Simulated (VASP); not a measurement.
Runs of VASP 6.6.1 on MgSi3N. The structure is that of space group Cmmm (No. 65), or close to it. The cells are those of the table. 

```csv
task,spin,cell,k mesh,cutoff (eV),gap on the mesh (eV),pressure (GPa),relaxed volume (Å³/atom),largest force (eV/Å)
relaxation of cell and atoms,off,"relaxed from a = 4.119, b = 4.119, c = 4.597 Å, angles 90.0, 90.0, 99.3°, 5 atoms",4 × 4 × 4,600,none,0.0,20.02,0.01
relaxation of cell and atoms,off,"relaxed from a = 4.756, b = 4.756, c = 5.174 Å, angles 90.0, 90.0, 120.7°, 5 atoms",10 × 10 × 8,600,none,0.0,19.80,-
single point,off,"a = 4.756, b = 4.756, c = 5.174 Å, angles 90.0, 90.0, 120.7°, 5 atoms",4 × 4 × 4,520,none,-0.1,-,0.05
single point,off,"a = 4.119, b = 4.119, c = 4.597 Å, angles 90.0, 90.0, 99.3°, 5 atoms",4 × 4 × 4,520,none,(a),-,28.11
single point,"collinear, ferromagnetic start","a = 4.756, b = 4.756, c = 5.174 Å, angles 90.0, 90.0, 120.7°, 5 atoms",4 × 4 × 4,520,none,-0.1,-,0.05
```

Alike in all rows: level PBE; potentials or basis VASP PAW PBE potentials, release 64 (Mg, Si, N); smearing gaussian 0.1 eV.

Task: Estimate the missing entries.

Result: (a) 86.4.

Caveats: some runs use coarse meshes; the volume moved by over 15 % at a fixed basis, so the end points are rough (some runs); forces of over 1 eV/Å act on the atoms, so gaps and moduli don't describe the material at rest (some runs).

A gap of «none» marks levels without a gap at the run's occupations.
